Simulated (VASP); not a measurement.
**BN: relaxation of cell and atoms with PBEsol+D4**

BN:

```
CELL_PARAMETERS angstrom
2.49824 0.00000 0.00000
-1.24912 2.16354 0.00000
0.00000 0.00000 6.63570
ATOMIC_POSITIONS crystal
N 0.66667 0.33333 0.25000
N 0.33333 0.66667 0.75000
B 0.66667 0.33333 0.75000
B 0.33333 0.66667 0.25000
```

| Property | Result |
| --- | --- |
| Program | VASP 6.6.1 |
| Task | relaxation of cell and atoms |
| Functional | PBEsol |
| Dispersion | D4 |
| Potentials or basis | VASP PAW PBE potentials, release 64 (N, B) |
| Cutoff | 600 eV |
| k mesh | 12 × 12 × 4 |
| Occupations | fermi-dirac, width 0.05 eV |
| Spin | no spin polarisation |
| Dipole correction | no |
| Further INCAR settings | ALGO = Normal; EDIFF = 1e-06; IBRION = 2; EDIFFG = -0.01; NSW = 60; ISIF = 3 |

* Relaxed volume: 8.70 Å³/atom
* Relaxed cell: a = 2.503 Å, b = 2.503 Å, c = 6.416 Å, α = 90.00°, β = 90.00°, γ = 120.00°
* Space group after relaxing (to 0.1 Å): P6_3/mmc (No. 194)
* Energy gained by relaxing: 1.1 meV/atom
* Ionic steps: 8
* Pressure after relaxing: -0.1 GPa
* Band gap on the k mesh: 4.09 eV (least direct gap 4.47 eV)
* Dispersion energy per atom: -0.096 eV

The path:
| step | energy change (eV) | largest force (eV/Å) | pressure (GPa) | volume (Å³) |
| --- | --- | --- | --- | --- |
| 1 | 0.0000 | 0.0000 | 0.88 | 35.87 |
| 2 | 0.0013 | 0.0000 | -2.56 | 36.12 |
| 3 | -0.0008 | 0.0000 | -0.44 | 35.96 |
| 4 | -0.0013 | 0.0000 | -0.42 | 35.88 |
| 5 | -0.0025 | 0.0000 | -0.34 | 35.62 |
| 6 | -0.0040 | 0.0000 | -0.19 | 35.12 |
| 7 | -0.0030 | 0.0000 | 0.22 | 34.10 |
| 8 | -0.0044 | 0.0000 | -0.08 | 34.80 |

Final structure:
```yaml
crystal:
  lattice:
    - [2.50259, 0.00000, 0.00000]
    - [-1.25130, 2.16731, 0.00000]
    - [0.00000, 0.00000, 6.41572]
  atoms:
    - { symbol: N, position: [0.66667, 0.33333, 0.25000] }
    - { symbol: N, position: [0.33333, 0.66667, 0.75000] }
    - { symbol: B, position: [0.66667, 0.33333, 0.75000] }
    - { symbol: B, position: [0.33333, 0.66667, 0.25000] }
```

Levels at points of the mesh, in eV from the valence-band top:
```tsv
k point	band 4	band 5	band 6	band 7	band 8	band 9	band 10	band 11	band 12
(0.00, 0.00, 0.00)	-3.94	-1.34	-1.34	-1.29	-1.29	5.25	10.56	11.47	11.47
(0.50, 0.00, 0.00)	-8.88	-4.18	-4.09	-1.62	-0.39	4.09	5.73	9.46	9.84
(0.00, 0.00, 0.50)	-5.38	-1.31	-1.31	-1.31	-1.31	7.85	7.85	11.55	11.55
(0.50, 0.00, 0.50)	-8.93	-4.13	-4.13	-0.97	-0.97	4.60	4.60	9.86	9.86
```

Run time: 2.7 min on 1 thread of Intel(R) Xeon(R) Platinum 8259CL CPU @ 2.50GHz (Skylake/Cascade Lake), with other jobs on the host, peak memory 0.17 GiB.

Caveat: the PAW data sets were made with another functional, which shifts forces and pressure a little. Expect the measured gap to be larger: semilocal functionals such as PBEsol lack the derivative discontinuity.
